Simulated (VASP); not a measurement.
# K (Fm-3m) in VASP: notebook

The runs below take K through single point, with PBE.

Everything below comes from runs of VASP 6.6.1. Logs are shortened: lines on timing, memory, paths and dates and some standing lists are left out, and cuts for length are marked.

### 1 The cell of the first run

The structure is cubic, space group Fm-3m (No. 225). The conventional cell has a = 5.614 Å, b = 5.614 Å, c = 5.614 Å, α = 90.00°, β = 90.00°, γ = 90.00°. Within 5.2 Å of K (site symmetry m-3m) lie 12 K at 3.97 Å.

This isn't the form of K at room conditions, which is bcc.

### 2 Single point, PBE (44.25 Å³/atom)

Contents of INCAR:

```
PREC = Accurate
ENCUT = 520
EDIFF = 1E-7
ISMEAR = -1
SIGMA = 0.1
LREAL = False
LASPH = True
NELM = 60
ALGO = Normal
ISIF = 2
LWAVE = False
LCHARG = True
GGA = PE
LELF = True
LVHAR = True
NBANDS = 10
```

Contents of KPOINTS:

```
regular mesh
0
Gamma
  10 10 10
```

Contents of POSCAR:

```
K
1.0
    0.0000000000      2.8072346921      2.8072346921
    2.8072346921      0.0000000000      2.8072346921
    2.8072346921      2.8072346921      0.0000000000
K
1
Direct
    0.0000000000      0.0000000000      0.0000000000
```

Potentials or basis: VASP PAW PBE potentials, release 64 (K_sv).

On the command line:

```bash
cat potpaw_PBE.64/K_sv/POTCAR > POTCAR
mpirun -np 1 vasp_std > vasp.out
```

OUTCAR:

```text
PREC = Accurate
   ENCUT = 520
   EDIFF = 1E-7
   ISMEAR = -1
   LREAL = False
   LASPH = True
   NELM = 60
   ISIF = 2
   GGA = PE

 ion  position               nearest neighbor table
   1  0.000  0.000  0.000-

  LATTYP: Found a face centered cubic cell.
 ALAT       =     5.6144693842

  Lattice vectors:

 A1 = (   0.0000000000,   2.8072346921,   2.8072346921)
 A2 = (   2.8072346921,   0.0000000000,   2.8072346921)
 A3 = (   2.8072346921,   2.8072346921,   0.0000000000)

Analysis of symmetry for initial positions (statically):
=====================================================================
 Subroutine PRICEL returns:
 Original cell was already a primitive cell.

 Routine SETGRP: Setting up the symmetry group for a
 face centered cubic supercell.

 Subroutine GETGRP returns: Found 48 space group operations
 (whereof 48 operations were pure point group operations)
 out of a pool of 48 trial point group operations.

The static configuration has the point symmetry O_h .

Analysis of symmetry for dynamics (positions and initial velocities):
=====================================================================
 Subroutine PRICEL returns:
 Original cell was already a primitive cell.

 Routine SETGRP: Setting up the symmetry group for a
 face centered cubic supercell.

 Subroutine GETGRP returns: Found 48 space group operations
 (whereof 48 operations were pure point group operations)
 out of a pool of 48 trial point group operations.

The dynamic configuration has the point symmetry O_h .

 Subroutine INISYM returns: Found 48 space group operations
 (whereof 48 operations are pure point group operations),
 and found     1 'primitive' translations

----------------------------------------------------------------------------------------

                                     Primitive cell

  volume of cell :      44.2452

  direct lattice vectors                    reciprocal lattice vectors
     0.000000000  2.807234692  2.807234692    -0.178111221  0.178111221  0.178111221
     2.807234692  0.000000000  2.807234692     0.178111221 -0.178111221  0.178111221
     2.807234692  2.807234692  0.000000000     0.178111221  0.178111221 -0.178111221

  length of vectors
     3.970029374  3.970029374  3.970029374     0.308497685  0.308497685  0.308497685

  position of ions in fractional coordinates (direct lattice)
     0.000000000  0.000000000  0.000000000

  ion indices of the primitive-cell ions
   primitive index   ion index
                 1           1

----------------------------------------------------------------------------------------

 KPOINTS: regular mesh

Automatic generation of k-mesh.
 Grid dimensions read from file:
 generate k-points for:   10   10   10

 Generating k-lattice:

  Cartesian coordinates                     Fractional coordinates (reciprocal lattice)
    -0.017811122  0.017811122  0.017811122     0.100000000  0.000000000  0.000000000
     0.017811122 -0.017811122  0.017811122     0.000000000  0.100000000  0.000000000
     0.017811122  0.017811122 -0.017811122     0.000000000  0.000000000  0.100000000

  Length of vectors
     0.030849769  0.030849769  0.030849769

  Shift w.r.t. Gamma in fractional coordinates (k-lattice)
     0.000000000  0.000000000  0.000000000

 Subroutine IBZKPT returns following result:
 ===========================================

 Found     47 irreducible k-points:

 Following reciprocal coordinates:
            Coordinates               Weight
  0.000000  0.000000  0.000000      1.000000
  0.100000  0.000000  0.000000      8.000000
  0.200000  0.000000  0.000000      8.000000
  0.300000  0.000000  0.000000      8.000000
  0.400000  0.000000  0.000000      8.000000
  0.500000  0.000000  0.000000      4.000000
[... 16 lines left out ...]
  0.300000  0.300000  0.000000      6.000000
  0.400000  0.300000  0.000000     24.000000
 [... further k-points ...]
   k-points           NKPTS =     47   k-points in BZ     NKDIM =     47   number of bands    NBANDS=     10
   number of dos      NEDOS =    301   number of ions     NIONS =      1
   total plane-waves  NPLWV =  27000
   dimension x,y,z NGX =    30 NGY =   30 NGZ =   30
   dimension x,y,z NGXF=    60 NGYF=   60 NGZF=   60
   ions per type =               1
   NGX,Y,Z   is equivalent  to a cutoff of  12.56, 12.56, 12.56 a.u.
   NGXF,Y,Z  is equivalent  to a cutoff of  25.13, 25.13, 25.13 a.u.
 SYSTEM =  unknown system
   PREC   = accura    normal or accurate (medium, high low for compatibility)
   ISTART =      0    job   : 0-new  1-cont  2-samecut
   ICHARG =      2    charge: 1-file 2-atom 10-const
   ISPIN  =      1    spin polarized calculation?
   LNONCOLLINEAR =      F non collinear calculations
   LSORBIT =      F    spin-orbit coupling
   LASPH  =      T    aspherical Exc in radial PAW
   ENCUT  =  520.0 eV  38.22 Ry    6.18 a.u.   7.38  7.38  7.38*2*pi/ulx,y,z
   NELM   =     60;   NELMIN=  2; NELMDL= -5     # of ELM steps
   EDIFF  = 0.1E-06   stopping-criterion for ELM
   LREAL  =      F    real-space projection
   EDIFFG = 0.1E-05   stopping-criterion for IOM
   NSW    =      0    number of steps for IOM
   IBRION =     -1    ionic relax: 0-MD 1-quasi-New 2-CG
   NFREE  =      0    steps in history (QN), initial steepest desc. (CG)
   ISIF   =      2    stress and relaxation
   ISYM   =      2    0-nonsym 1-usesym 2-fastsym
   POTIM  = 0.5000    time-step for ionic-motion
   TEBEG  =    0.0;   TEEND  =   0.0 temperature during run
   PSTRESS=    0.0 pullay stress
   NELECT =       9.0000    total number of electrons
   NUPDOWN=      -1.0000    fix difference up-down
   EMIN   =  10.00;   EMAX   =-10.00  energy-range for DOS
   EFERMI =   0.00;   METHOD = LEGACY
   ISMEAR =    -1;   SIGMA  =   0.10  broadening in eV -4-tet -1-fermi 0-gaus
   EFERMI_NEDOS =   21; number of points for ismear=-14 and -15
   IALGO  =     38    algorithm
   IMIX   =      4    mixing-type and parameters
     AMIX     =   0.40;   BMIX     =  1.00
     AMIX_MAG =   1.60;   BMIX_MAG =  1.00
  volume/ion in A,a.u.               =      44.25       298.58
  Fermi-wavevector in a.u.,A,eV,Ry     =   0.962795  1.819418 12.612237  0.926973
  Thomas-Fermi vector in A             =   2.092284
   LORBIT       =      0    0 simple, 1 ext, 2 COOP (PROOUT), +10 PAW based schemes
   GGA     = PE    functional components
   LHFCALC =     F    Hartree Fock is set to
   AEXX    =    0.0000 exact exchange contribution
   IVDW    =     0    specifies the selected vdW correction
   LEPSILON=     F    determine dielectric tensor
   LRPA    =     F    only Hartree local field effects (RPA)
 non-spin polarized calculation
  energy-cutoff  :      520.00
  volume of cell :       44.25
 maximum number of plane-waves:      1243
 NGX is ok and might be reduce to    30
   NGX = 15   NGY = 15   NGZ = 15

 number of electron       9.0000000 magnetization

 Free energy of the ion-electron system (eV)
  ---------------------------------------------------
  ext. energy  EPLUGINS =         0.00000000
  ---------------------------------------------------
  free energy    TOTEN  =        -0.76384633 eV

  energy without entropy =       -0.73968341  energy(sigma->0) =       -0.75176487

 E-fermi :   1.3767     XC(G=0):  -7.0493

 val. band max:        1.3728728970   @ k =   0.4000   0.4000   0.0000
 cond. band min:       1.5642575713   @ k =   0.5000   0.4000   0.1000
 fundamental gap:      0.1913846742
 Fermi energy:         1.3766905937

 k-point     1 :       0.0000    0.0000    0.0000
  band No.  band energies     occupation
      1     -30.6710      2.00000
      2     -14.0104      2.00000
      3     -14.0104      2.00000
      4     -14.0104      2.00000
      5      -1.5651      2.00000
      6       5.9196      0.00000
      7       5.9196      0.00000
      8       5.9196      0.00000
      9       7.6512      0.00000
     10       7.6512      0.00000

 k-point     2 :       0.1000    0.0000    0.0000
  band No.  band energies     occupation
      1     -30.6675      2.00000
      2     -14.0462      2.00000
      3     -14.0146      2.00000
      4     -14.0146      2.00000
      5      -1.3812      2.00000
      6       5.5593      0.00000
      7       5.9978      0.00000
      8       5.9978      0.00000
      9       7.5141      0.00000
     10       7.5141      0.00000

 k-point     3 :       0.2000    0.0000    0.0000
  band No.  band energies     occupation
      1     -30.6582      2.00000
      2     -14.1382      2.00000
      3     -14.0256      2.00000
      4     -14.0256      2.00000
      5      -0.8560      2.00000
      6       4.7812      0.00000
      7       6.0886      0.00000
      8       6.0886      0.00000
      9       7.4036      0.00000
     10       7.4036      0.00000

 k-point     4 :       0.3000    0.0000    0.0000
  band No.  band energies     occupation
      1     -30.6467      2.00000
      2     -14.2486      2.00000
      3     -14.0392      2.00000
      4     -14.0392      2.00000
      5      -0.0649      2.00000
      6       3.9012      0.00000
      7       5.9380      0.00000
      8       5.9380      0.00000
      9       7.7715      0.00000
     10       7.7715      0.00000
[... 222 lines left out ...]
 k-point    22 :      -0.2000    0.2000    0.0000
  band No.  band energies     occupation
      1     -30.6428      2.00000
      2     -14.2307      2.00000
      3     -14.1062      2.00000
      4     -14.0373      2.00000
      5       0.2004      1.99998
      6       4.1211      0.00000
      7       4.9453      0.00000
      8       6.4105      0.00000
      9       6.8964      0.00000
     10       8.5648      0.00000

 k-point    23 :       0.3000    0.3000    0.0000
  band No.  band energies     occupation
      1     -30.6388      2.00000
      2     -14.2360      2.00000
      3     -14.0908      2.00000
      4     -14.0908      2.00000
      5       0.3576      1.99992
      6       4.0037      0.00000
      7       4.7975      0.00000
      8       6.8634      0.00000
      9       6.8634      0.00000
     10       8.3542      0.00000

 k-point    24 :       0.4000    0.3000    0.0000
  band No.  band energies     occupation
      1     -30.6314      2.00000
      2     -14.2812      2.00000
      3     -14.1159      2.00000
      4     -14.1044      2.00000
      5       0.9850      1.96096
      6       3.6956      0.00000
      7       4.2955      0.00000
      8       7.0025      0.00000
      9       7.3338      0.00000
     10       8.6918      0.00000

 [... further k-points ...]

------------------------ aborting loop because EDIFF is reached ----------------------------------------

  FORCE on cell =-STRESS in cart. coord.  units (eV):
  Direction    XX          YY          ZZ          XY          YZ          ZX
  --------------------------------------------------------------------------------------
  -------------------------------------------------------------------------------------
  Total        1.3149605      1.3149605      1.3149605     -0.0000000      0.0000000      0.0000000
  in kB       47.6164627     47.6164627     47.6164627     -0.0000000      0.0000000      0.0000000
  external PRESSURE =      47.6164627 kB  Pullay stress =       0.0000000 kB

 VOLUME and BASIS-vectors are now :
 -----------------------------------------------------------------------------
  energy-cutoff  :      520.00
  volume of cell :       44.25
      direct lattice vectors                 reciprocal lattice vectors
     0.000000000  2.807234692  2.807234692    -0.178111221  0.178111221  0.178111221
     2.807234692  0.000000000  2.807234692     0.178111221 -0.178111221  0.178111221
     2.807234692  2.807234692  0.000000000     0.178111221  0.178111221 -0.178111221

 POSITION                                       TOTAL-FORCE (eV/Angst)
 -----------------------------------------------------------------------------------
      0.00000      0.00000      0.00000         0.000000      0.000000     -0.000000
 -----------------------------------------------------------------------------------
    total drift:                               -0.000000     -0.000000      0.000000

  FREE ENERGIE OF THE ION-ELECTRON SYSTEM (eV)
  ---------------------------------------------------
  free  energy   TOTEN  =        -0.7638463260 eV

  energy  without entropy=       -0.7396834077  energy(sigma->0) =       -0.75176487
```

Run time: 28 s. Hardware: 1 thread of Intel Xeon 8259CL, shared host; peak memory 0.17 GiB.

Results:

* Free energy: -0.7638 eV
* Pressure: 4.8 GPa
* Band gap on the k mesh: zero (an odd number of electrons rules out a gap without spin polarisation)

Levels at points of the mesh, in eV from the Fermi level:
| k point | band 2 | band 3 | band 4 | band 5 | band 6 | band 7 | band 8 | band 9 |
| --- | --- | --- | --- | --- | --- | --- | --- | --- |
| (0.00, 0.00, 0.00) | -15.39 | -15.39 | -15.39 | -2.94 | 4.54 | 4.54 | 4.54 | 6.27 |
| (0.50, 0.00, 0.00) | -15.74 | -15.43 | -15.43 | 0.21 | 0.94 | 4.26 | 4.26 | 7.42 |
| (0.50, 0.50, 0.00) | -15.72 | -15.51 | -15.51 | 0.49 | 2.01 | 2.25 | 7.12 | 7.12 |

Caveat: the cell stands under pressure.

### 3 Single point, PBE (51.62 Å³/atom)

This run uses another cell than the first one, of 51.62 Å³/atom.

Contents of INCAR:

```
PREC = Accurate
ENCUT = 520
EDIFF = 1E-6
ISMEAR = -1
SIGMA = 0.1
LREAL = False
LASPH = True
NELM = 60
ALGO = Normal
ISIF = 2
LWAVE = False
LCHARG = False
GGA = PE
NBANDS = 10
```

Contents of KPOINTS:

```
Automatic mesh
0
Gamma
  10 10 10
```

Contents of POSCAR:

```
K
1.0
    0.0000000000      2.9552506318      2.9552506318
    2.9552506318      0.0000000000      2.9552506318
    2.9552506318      2.9552506318      0.0000000000
K
1
Direct
    0.0000000000      0.0000000000      0.0000000000
```

Potentials or basis: VASP PAW PBE potentials, release 64 (K_sv).

On the command line:

```bash
cat potpaw_PBE.64/K_sv/POTCAR > POTCAR
mpirun -np 1 vasp_std > vasp.out
```

It took 17 s on 1 thread of Intel Xeon 8259CL, shared host; peak memory 0.18 GiB.

The run converged. Its results:

```
Free energy            : -0.9270 eV
Pressure               : 2.5 GPa
Band gap on the k mesh : zero (an odd number of electrons rules out a gap without spin polarisation)
```

Levels at points of the mesh, in eV from the Fermi level:
| k point | band 2 | band 3 | band 4 | band 5 | band 6 | band 7 | band 8 | band 9 |
| --- | --- | --- | --- | --- | --- | --- | --- | --- |
| (0.00, 0.00, 0.00) | -15.40 | -15.40 | -15.40 | -2.69 | 4.49 | 4.49 | 4.49 | 6.05 |
| (0.50, 0.00, 0.00) | -15.62 | -15.43 | -15.43 | 0.29 | 0.78 | 4.23 | 4.23 | 7.07 |
| (0.50, 0.50, 0.00) | -15.61 | -15.48 | -15.48 | 0.69 | 1.92 | 2.18 | 6.37 | 6.37 |

### 4 Single point, PBE (51.62 Å³/atom)

This run uses another cell than the first one, of 51.62 Å³/atom.

Contents of INCAR:

```
SYSTEM = K
PREC = Accurate
ENCUT = 520
EDIFF = 1E-6
ISMEAR = -1
SIGMA = 0.1
LREAL = .False.
LASPH = .True.
NELM = 80
ALGO = Normal
ISIF = 2
LWAVE = .False.
LCHARG = .False.
GGA = PE
NBANDS = 10
```

Contents of KPOINTS:

```
regular mesh
0
Gamma
  10 10 10
  0 0 0
```

POSCAR is that of step 3.

On the command line:

```bash
cat potpaw_PBE.64/K_sv/POTCAR > POTCAR
mpirun -np 1 vasp_std > vasp.out
```

Wall time 20 s (1 thread of Intel Xeon 8259CL, shared host); peak memory 0.18 GiB.

The run converged. Its results:

| Property | Result |
| --- | --- |
| Free energy | -0.9270 eV |
| Pressure | 2.5 GPa |
| Band gap on the k mesh | zero (an odd number of electrons rules out a gap without spin polarisation) |

Levels at points of the mesh, in eV from the Fermi level:
```csv
k point,band 3,band 4,band 5,band 6,band 7,band 8
"(0.00, 0.00, 0.00)",-15.40,-15.40,-2.69,4.49,4.49,4.49
"(0.50, 0.00, 0.00)",-15.43,-15.43,0.29,0.78,4.23,4.23
"(0.50, 0.50, 0.00)",-15.48,-15.48,0.69,1.92,2.18,6.37
```
